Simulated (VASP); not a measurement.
# Fe (P6_3/mmc) in VASP: a series of runs

Fe is run at these levels: PBE; tasks: relaxation of cell and atoms.

All numbers are computed with VASP 6.6.1; they aren't measurements. Logs are shortened: lines on timing, memory, paths and dates and some standing lists are left out, and cuts for length are marked.

## Step 1: The cell of the first run

The structure is hexagonal, space group P6_3/mmc (No. 194). Conventional cell: a = 2.249 Å, b = 2.249 Å, c = 3.574 Å, α = 90.00°, β = 90.00°, γ = 120.00°. Fe (site symmetry -6m2) has 12 Fe at 2.21 to 2.25 Å within 2.9 Å.

This isn't the form of Fe at room conditions, which is bcc.

## Step 2: Relaxation of cell and atoms, PBE, collinear spin, ferromagnetic start, target pressure 140 GPa, at which the enthalpy is minimised

Contents of INCAR:

```
SYSTEM = Fe
PREC = Accurate ; ENCUT = 600
EDIFF = 1E-7 ; ISMEAR = -1
SIGMA = 0.08 ; LREAL = .FALSE.
LASPH = .TRUE. ; NELM = 150
ALGO = Normal ; ISIF = 3
LWAVE = .FALSE. ; LCHARG = .FALSE.
ISPIN = 2 ; MAGMOM = 2.5 2.5
LORBIT = 11 ; LMAXMIX = 4
GGA = PE ; IBRION = 2
NSW = 32 ; EDIFFG = -0.005
PSTRESS = 1400.0
```

Contents of KPOINTS:

```
Automatic mesh
0
G
  19 19 11
  0 0 0
```

Contents of POSCAR:

```
Fe
1.0
    2.2486489667      0.0000000000      0.0000000000
   -1.1243244833      1.9473871294      0.0000000000
    0.0000000000      0.0000000000      3.5740523462
Fe
2
Direct
    0.3333333333      0.6666666667      0.2500000000
    0.6666666667      0.3333333333      0.7500000000
```

Potentials or basis: VASP PAW PBE potentials, release 64 (Fe).

Launch:

```
cat potpaw_PBE.64/Fe/POTCAR > POTCAR
mpirun -np 1 vasp_std > vasp.out
```

OUTCAR:

```text
SYSTEM = Fe
   PREC = Accurate
   ENCUT = 600
   EDIFF = 1E-7
   ISMEAR = -1
   LREAL = .FALSE.
   LASPH = .TRUE.
   NELM = 150
   ISIF = 3
   ISPIN = 2
   LORBIT = 11
   GGA = PE
   IBRION = 2
   NSW = 32
   EDIFFG = -0.005
   PSTRESS = 1400.0

 ion  position               nearest neighbor table
   1  0.333  0.667  0.250-   2 2.21   2 2.21   2 2.21   2 2.21   2 2.21   2 2.21
   2  0.667  0.333  0.750-   1 2.21   1 2.21   1 2.21   1 2.21   1 2.21   1 2.21

  LATTYP: Found a hexagonal cell.
 ALAT       =     2.2486489667
 C/A-ratio  =     1.5894220926

  Lattice vectors:

 A1 = (   2.2486489667,   0.0000000000,   0.0000000000)
 A2 = (  -1.1243244833,   1.9473871294,   0.0000000000)
 A3 = (   0.0000000000,   0.0000000000,   3.5740523462)

Analysis of symmetry for initial positions (statically):
=====================================================================
 Subroutine PRICEL returns:
 Original cell was already a primitive cell.

 Routine SETGRP: Setting up the symmetry group for a
 hexagonal supercell.

 Subroutine GETGRP returns: Found 24 space group operations
 (whereof 12 operations were pure point group operations)
 out of a pool of 24 trial point group operations.

The static configuration has the point symmetry D_3d.
 The point group associated with its full space group is D_6h.

Analysis of symmetry for dynamics (positions and initial velocities):
=====================================================================
 Subroutine PRICEL returns:
 Original cell was already a primitive cell.

 Routine SETGRP: Setting up the symmetry group for a
 hexagonal supercell.

 Subroutine GETGRP returns: Found 24 space group operations
 (whereof 12 operations were pure point group operations)
 out of a pool of 24 trial point group operations.

The dynamic configuration has the point symmetry D_3d.
 The point group associated with its full space group is D_6h.

Analysis of structural, dynamic, and magnetic symmetry:
=====================================================================
 Subroutine PRICEL returns:
 Original cell was already a primitive cell.

 Routine SETGRP: Setting up the symmetry group for a
 hexagonal supercell.

 Subroutine GETGRP returns: Found 24 space group operations
 (whereof 12 operations were pure point group operations)
 out of a pool of 24 trial point group operations.

The overall configuration has the point symmetry D_3d.
 The point group associated with its full space group is D_6h.

 Subroutine INISYM returns: Found 24 space group operations
 (whereof 12 operations are pure point group operations),
 and found     1 'primitive' translations

----------------------------------------------------------------------------------------

                                     Primitive cell

  volume of cell :      15.6507

  direct lattice vectors                    reciprocal lattice vectors
     2.248648967  0.000000000  0.000000000     0.444711476  0.256754290  0.000000000
    -1.124324483  1.947387129  0.000000000     0.000000000  0.513508580  0.000000000
     0.000000000  0.000000000  3.574052346     0.000000000  0.000000000  0.279794447

  length of vectors
     2.248648967  2.248648967  3.574052346     0.513508580  0.513508580  0.279794447

  position of ions in fractional coordinates (direct lattice)
     0.333333333  0.666666667  0.250000000
     0.666666667  0.333333333  0.750000000

  ion indices of the primitive-cell ions
   primitive index   ion index
                 1           1
                 2           2

----------------------------------------------------------------------------------------

 KPOINTS: Automatic mesh

Automatic generation of k-mesh.
 Grid dimensions read from file:
 generate k-points for:   19   19   11

 Generating k-lattice:

  Cartesian coordinates                     Fractional coordinates (reciprocal lattice)
     0.023405867  0.013513384  0.000000000     0.052631579 -0.000000000  0.000000000
     0.000000000  0.027026767  0.000000000     0.000000000  0.052631579  0.000000000
     0.000000000  0.000000000  0.025435859     0.000000000  0.000000000  0.090909091

  Length of vectors
     0.027026767  0.027026767  0.025435859

  Shift w.r.t. Gamma in fractional coordinates (k-lattice)
     0.000000000  0.000000000  0.000000000

 Subroutine IBZKPT returns following result:
 ===========================================

 Found    240 irreducible k-points:

 Following reciprocal coordinates:
            Coordinates               Weight
  0.000000  0.000000  0.000000      1.000000
  0.052632  0.000000  0.000000      6.000000
  0.105263  0.000000  0.000000      6.000000
  0.157895  0.000000  0.000000      6.000000
  0.210526  0.000000  0.000000      6.000000
  0.263158 -0.000000  0.000000      6.000000
[... 16 lines left out ...]
  0.263158  0.105263  0.000000     12.000000
  0.315789  0.105263  0.000000     12.000000
 [... further k-points ...]
   k-points           NKPTS =    240   k-points in BZ     NKDIM =    240   number of bands    NBANDS=     15
   number of dos      NEDOS =    301   number of ions     NIONS =      2
   total plane-waves  NPLWV =   9720
   dimension x,y,z NGX =    18 NGY =   18 NGZ =   30
   dimension x,y,z NGXF=    36 NGYF=   36 NGZF=   60
   ions per type =               2
   NGX,Y,Z   is equivalent  to a cutoff of  13.31, 13.31, 13.95 a.u.
   NGXF,Y,Z  is equivalent  to a cutoff of  26.62, 26.62, 27.91 a.u.
 SYSTEM =  Fe
   PREC   = accura    normal or accurate (medium, high low for compatibility)
   ISTART =      0    job   : 0-new  1-cont  2-samecut
   ICHARG =      2    charge: 1-file 2-atom 10-const
   ISPIN  =      2    spin polarized calculation?
   LNONCOLLINEAR =      F non collinear calculations
   LSORBIT =      F    spin-orbit coupling
   LASPH  =      T    aspherical Exc in radial PAW
   ENCUT  =  600.0 eV  44.10 Ry    6.64 a.u.   4.49  4.49  7.14*2*pi/ulx,y,z
   NELM   =    150;   NELMIN=  2; NELMDL= -5     # of ELM steps
   EDIFF  = 0.1E-06   stopping-criterion for ELM
   LREAL  =      F    real-space projection
   EDIFFG = -.5E-02   stopping-criterion for IOM
   NSW    =     32    number of steps for IOM
   IBRION =      2    ionic relax: 0-MD 1-quasi-New 2-CG
   NFREE  =      1    steps in history (QN), initial steepest desc. (CG)
   ISIF   =      3    stress and relaxation
   ISYM   =      2    0-nonsym 1-usesym 2-fastsym
   POTIM  = 0.5000    time-step for ionic-motion
   TEBEG  =    0.0;   TEEND  =   0.0 temperature during run
   PSTRESS= 1400.0 pullay stress
   NELECT =      16.0000    total number of electrons
   NUPDOWN=      -1.0000    fix difference up-down
   EMIN   =  10.00;   EMAX   =-10.00  energy-range for DOS
   EFERMI =   0.00;   METHOD = LEGACY
   ISMEAR =    -1;   SIGMA  =   0.08  broadening in eV -4-tet -1-fermi 0-gaus
   EFERMI_NEDOS =   21; number of points for ismear=-14 and -15
   IALGO  =     38    algorithm
   IMIX   =      4    mixing-type and parameters
     AMIX     =   0.40;   BMIX     =  1.00
     AMIX_MAG =   1.60;   BMIX_MAG =  1.00
  volume/ion in A,a.u.               =       7.83        52.81
  Fermi-wavevector in a.u.,A,eV,Ry     =   1.649187  3.116511 37.005361  2.719817
  Thomas-Fermi vector in A             =   2.738349
   LORBIT       =     11    0 simple, 1 ext, 2 COOP (PROOUT), +10 PAW based schemes
   GGA     = PE    functional components
   LHFCALC =     F    Hartree Fock is set to
   AEXX    =    0.0000 exact exchange contribution
   IVDW    =     0    specifies the selected vdW correction
   LEPSILON=     F    determine dielectric tensor
   LRPA    =     F    only Hartree local field effects (RPA)
 conjugate gradient relaxation of ions
 spin polarized calculation
  energy-cutoff  :      600.00
  volume of cell :       15.65
 maximum number of plane-waves:       539
 NGX is ok and might be reduce to    18
   NGX =  9   NGY =  9   NGZ = 15

--------------------------------------- Ionic step        1  -------------------------------------------

 number of electron      15.9999996 magnetization       0.0001535

 number of electron      15.9999996 magnetization      -0.0000002

 Free energy of the ion-electron system (eV)
  ---------------------------------------------------
  ext. energy  EPLUGINS =         0.00000000
  ---------------------------------------------------
  free energy    TOTEN  =       -14.73468737 eV

  energy without entropy =      -14.70009127  energy(sigma->0) =      -14.71738932

------------------------ aborting loop because EDIFF is reached ----------------------------------------

  FORCE on cell =-STRESS in cart. coord.  units (eV):
  Direction    XX          YY          ZZ          XY          YZ          ZX
  --------------------------------------------------------------------------------------
  -------------------------------------------------------------------------------------
  Total       13.5759311     13.5759311     13.5379053      0.0000000      0.0000000      0.0000000
  in kB     1389.7777008   1389.7777008   1385.8849742      0.0000000      0.0000000      0.0000000
  external PRESSURE =     -11.5198747 kB  Pullay stress =    1400.0000000 kB
[... 147 lines left out ...]
 number of electron      15.9999996 magnetization       0.0000014

 number of electron      15.9999996 magnetization      -0.0000009

 Free energy of the ion-electron system (eV)
  ---------------------------------------------------
  ext. energy  EPLUGINS =         0.00000000
  ---------------------------------------------------
  free energy    TOTEN  =       -14.71651136 eV

  energy without entropy =      -14.68201190  energy(sigma->0) =      -14.69926163

 E-fermi :  10.3743     XC(G=0): -15.4130

 val. band max:       10.3640727945   @ k =   0.2632   0.2632   0.2727
 cond. band min:      10.3804969975   @ k =   0.2632   0.2105   0.1818
 fundamental gap:      0.0164242030
 Fermi energy:        10.3743131817

 spin component 1

 k-point     1 :       0.0000    0.0000    0.0000
  band No.  band energies     occupation
      1      -0.0817      1.00000
      2       3.5826      1.00000
      3       7.9142      1.00000
      4       7.9142      1.00000
      5       8.0767      1.00000
      6       8.6121      1.00000
      7       8.6121      1.00000
      8       9.1618      1.00000
      9       9.1618      1.00000
     10      11.1181      0.00009
     11      11.4085      0.00000
     12      11.4085      0.00000
     13      22.2187      0.00000
     14      34.4443      0.00000
[... 403 lines left out ...]
      4       6.6345      1.00000
      5       7.5172      1.00000
      6       8.3982      1.00000
      7       8.5056      1.00000
      8      10.6739      0.02310
      9      11.2250      0.00002
     10      11.8273      0.00000
     11      12.4456      0.00000
     12      20.8820      0.00000
     13      22.0331      0.00000
     14      24.8770      0.00000
     15      28.2645      0.00000

 [... further k-points ...]

 spin component 2

 k-point     1 :       0.0000    0.0000    0.0000
  band No.  band energies     occupation
      1      -0.0817      1.00000
      2       3.5826      1.00000
      3       7.9142      1.00000
      4       7.9142      1.00000
      5       8.0767      1.00000
      6       8.6121      1.00000
      7       8.6121      1.00000
      8       9.1618      1.00000
      9       9.1618      1.00000
     10      11.1181      0.00009
     11      11.4085      0.00000
     12      11.4085      0.00000
     13      22.2187      0.00000
     14      34.4443      0.00000
[... 448 lines left out ...]
  energy  without entropy=      -14.6820119046  energy(sigma->0) =      -14.69926163

  enthalpy is  TOTEN    =        -1.0589853842 eV   P V=       13.6575259771

 reached required accuracy - stopping structural energy minimisation

 total charge

# of ion       s       p       d       tot
------------------------------------------
    1        0.695   0.961   6.718   8.374
    2        0.695   0.961   6.718   8.374
--------------------------------------------------
tot          1.389   1.921  13.437  16.747

 magnetization (x)

# of ion       s       p       d       tot
------------------------------------------
    1        0.000   0.000   0.000   0.000
    2        0.000   0.000   0.000   0.000
--------------------------------------------------
tot          0.000   0.000   0.000   0.000
```

Wall time 5.8 min (1 thread of Oxide Virtual Turin-like, shared host); peak memory 0.19 GiB.

Results:

```yaml
Free_energy: -14.7165 eV
Relaxed_volume: 7.81 Å³/atom
Relaxed_cell: a = 2.248 Å, b = 2.248 Å, c = 3.571 Å, α = 90.00°, β = 90.00°, γ = 120.00°
Space_group_after_relaxing_to_0.1_Å: P6_3/mmc (No. 194)
Energy_change_on_relaxing_the_run_minimises_the_enthalpy: +9.1 meV/atom
Ionic_steps: 5
Pressure_after_relaxing: 140.0 GPa
Band_gap_on_the_k_mesh: zero (filled and empty bands overlap)
Net_moment: 0.00 μB per cell
```

Stress tensor (GPa, compression positive):
```
139.92   0.00   0.00
  0.00 139.92   0.00
  0.00   0.00 140.10
```

The path:
```csv
step,energy change (eV),largest force (eV/Å),pressure (GPa),volume (Å³)
1,0.0000,0.0000,138.85,15.65
2,0.1129,0.0000,145.84,15.52
3,0.0192,0.0000,140.05,15.63
4,0.0187,0.0000,140.00,15.63
5,0.0182,0.0000,139.98,15.63
```

Final structure:
```
CELL_PARAMETERS angstrom
2.24808 0.00000 0.00000
-1.12404 1.94690 0.00000
0.00000 0.00000 3.57107
ATOMIC_POSITIONS crystal
Fe 0.33333 0.66667 0.25000
Fe 0.66667 0.33333 0.75000
```

Caveat: the cell is relaxed towards a set pressure, so the run minimises the enthalpy, not the energy; the moments typed at the start vanished in this run.

## Step 3: Relaxation of cell and atoms, PBE, collinear spin, ferromagnetic start, target pressure 140 GPa, at which the enthalpy is minimised

This run uses another cell than the first one, of 8.14 Å³/atom.

Contents of INCAR:

```
  PREC = Accurate
  ENCUT = 600
  EDIFF = 1E-6
  ISMEAR = -1
  SIGMA = 0.08
  LREAL = F
  LASPH = T
  NELM = 150
  ALGO = Normal
  ISIF = 3
  LWAVE = F
  LCHARG = F
  ISPIN = 2
  MAGMOM = 2.5 2.5
  LORBIT = 11
  LMAXMIX = 4
  GGA = PE
  IBRION = 2
  NSW = 60
  EDIFFG = -0.005
  PSTRESS = 1400.0
```

Contents of KPOINTS:

```
Automatic mesh
0
Gamma
  19 19 11
```

Contents of POSCAR:

```
Fe
1.0
    2.2642327399      0.0000000000      0.0000000000
   -1.1321163699      1.9608830728      0.0000000000
    0.0000000000      0.0000000000      3.6680570386
Fe
2
Direct
    0.3333333333      0.6666666667      0.2500000000
    0.6666666667      0.3333333333      0.7500000000
```

Potentials or basis: VASP PAW PBE potentials, release 64 (Fe).

Launch:

```
cat potpaw_PBE.64/Fe/POTCAR > POTCAR
mpirun -np 1 vasp_std > vasp.out
```

Run time: 10 min. Hardware: 1 thread of Oxide Virtual Turin-like, shared host; peak memory 0.2 GiB.

The run converged. Its results:

- Free energy: -14.7170 eV
- Relaxed volume: 7.81 Å³/atom
- Relaxed cell: a = 2.248 Å, b = 2.248 Å, c = 3.572 Å, α = 90.00°, β = 90.00°, γ = 120.00°
- Space group after relaxing (to 0.1 Å): P6_3/mmc (No. 194)
- Energy change on relaxing (the run minimises the enthalpy): +246.4 meV/atom
- Ionic steps: 13
- Pressure after relaxing: 140.0 GPa
- Band gap on the k mesh: zero (filled and empty bands overlap)
- Net moment: 0.00 μB per cell

Stress tensor (GPa, compression positive):
```
140.00   0.00   0.00
  0.00 140.00   0.00
  0.00   0.00 139.91
```

The path:
```tsv
step	energy change (eV)	largest force (eV/Å)	pressure (GPa)	volume (Å³)
1	0.0000	0.0000	106.97	16.29
2	5.2582	0.0000	406.88	12.63
3	0.4607	0.0000	137.61	15.67
4	0.5085	0.0000	140.65	15.62
5	0.5200	0.0000	141.36	15.60
6	0.4828	0.0000	139.29	15.65
7	0.4962	0.0000	140.12	15.63
8	0.4959	0.0000	140.18	15.63
9	0.4825	0.0000	139.32	15.64
10	0.4928	0.0000	139.94	15.63
11	0.4933	0.0000	140.03	15.63
12	0.4930	0.0000	139.97	15.63
13	0.4927	0.0000	139.97	15.63
```

Final structure:
```xyz
2
Lattice="2.2479 0.0000 0.0000 -1.1239 1.9467 0.0000 0.0000 0.0000 3.5718" Properties=species:S:1:pos:R:3 pbc="T T T"
Fe    0.0000    1.2978    0.8930
Fe    1.1239    0.6489    2.6789
```

Levels at points of the mesh, in eV from the Fermi level:
Spin up:
```
           k point  band 4  band 5  band 6  band 7  band 8  band 9  band 10  band 11  band 12  band 13
(0.00, 0.00, 0.00)   -2.46   -2.30   -1.76   -1.76   -1.21   -1.21     0.74     1.03     1.03    11.84
```
Spin down:
```tsv
k point	band 4	band 5	band 6	band 7	band 8	band 9	band 10	band 11	band 12	band 13
(0.00, 0.00, 0.00)	-2.46	-2.30	-1.76	-1.76	-1.21	-1.21	0.74	1.03	1.03	11.84
```

Caveat: the cell is relaxed towards a set pressure, so the run minimises the enthalpy, not the energy; the moments typed at the start vanished in this run.
